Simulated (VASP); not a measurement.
Li2S: single point with PBE-based screened hybrid with 5 % exact exchange

Li2S:

```
Li S
1.0
     0.00000    2.84529    2.84529
     2.84529    0.00000    2.84529
     2.84529    2.84529    0.00000
Li S
2 1
Cartesian
  1.4226 1.4226 1.4226
  4.2679 4.2679 4.2679
  0.0000 0.0000 0.0000
```

```
Program             : VASP 6.6.1
Task                : single point
Functional          : PBE-based screened hybrid with 5 % exact exchange
Potentials or basis : VASP PAW PBE potentials, release 64 (Li_sv, S)
Cutoff              : 650 eV
k mesh              : 4 × 4 × 4
Occupations         : gaussian, width 0.01 eV
Spin                : no spin polarisation
```

- Pressure: 0.1 GPa
- Band gap on the k mesh: 3.57 eV (least direct gap 4.50 eV)

Levels at points of the mesh, in eV from the valence-band top:
```csv
k point,band 3,band 4,band 5,band 6,band 7,band 8,band 9,band 10
"(0.00, 0.00, 0.00)",-11.27,0.00,0.00,0.00,4.50,6.46,6.46,6.46
"(0.50, 0.00, 0.00)",-10.82,-2.94,-0.52,-0.52,6.35,6.80,6.80,8.67
"(0.50, 0.50, 0.00)",-10.69,-2.22,-1.45,-1.45,3.57,7.33,11.40,11.40
```

Run time: 5.8 min on 1 thread of Intel Xeon 8259CL, with other jobs on the host, peak memory 0.31 GiB.

Caveat: the k points lie up to 0.48 Å⁻¹ apart; the PAW data sets were made with another functional, which shifts forces and pressure a little. A k mesh can miss the band edges.
